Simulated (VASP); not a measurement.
**BN: single point with PBEsol**

BN:

```xyz
4
Lattice="2.5539 0.0000 0.0000 -1.2770 2.2118 0.0000 0.0000 0.0000 4.3959" Properties=species:S:1:pos:R:3 pbc="T T T"
N     0.0000    1.4745    0.5507
N     1.2770    0.7373    2.7487
B     0.0000    1.4745    2.1968
B     1.2770    0.7373    4.3947
```

```
Program             : VASP 6.6.1
Task                : single point
Functional          : PBEsol
Potentials or basis : VASP PAW PBE potentials, release 64 (N, B)
Cutoff              : 600 eV
k mesh              : 10 × 10 × 5
Occupations         : fermi-dirac, width 0.05 eV
Spin                : no spin polarisation
```

```json
{
  "Pressure": "-18.4 GPa",
  "Largest force": "0.143 eV/Å",
  "Band gap on the k mesh": "5.09 eV (least direct gap 6.95 eV)"
}
```

Forces on the atoms (eV/Å):
```
N    0.000  0.000 -0.143
N    0.000  0.000 -0.143
B    0.000  0.000  0.143
B    0.000  0.000  0.143
```

Stress tensor (GPa, compression positive):
```
 -7.24   0.00   0.00
  0.00  -7.24   0.00
  0.00   0.00 -40.76
```

Levels at points of the mesh, in eV from the valence-band top:
```csv
k point,band 4,band 5,band 6,band 7,band 8,band 9,band 10,band 11,band 12,band 13
"(0.00, 0.00, 0.00)",-1.76,-1.76,-0.43,0.00,0.00,6.95,8.45,8.45,9.63,10.46
"(0.50, 0.00, 0.00)",-7.90,-6.61,-4.58,-4.18,-2.17,6.73,7.37,10.50,10.78,11.57
```

Run time: 14 s on 1 thread of Intel(R) Xeon(R) Platinum 8488C (Sapphire Rapids), on a shared host, peak memory 0.14 GiB.

Caveat: the stress differs along the axes, from -41 to -7 GPa; the PAW data sets were made with another functional, which shifts forces and pressure a little. A k mesh can miss the band edges.
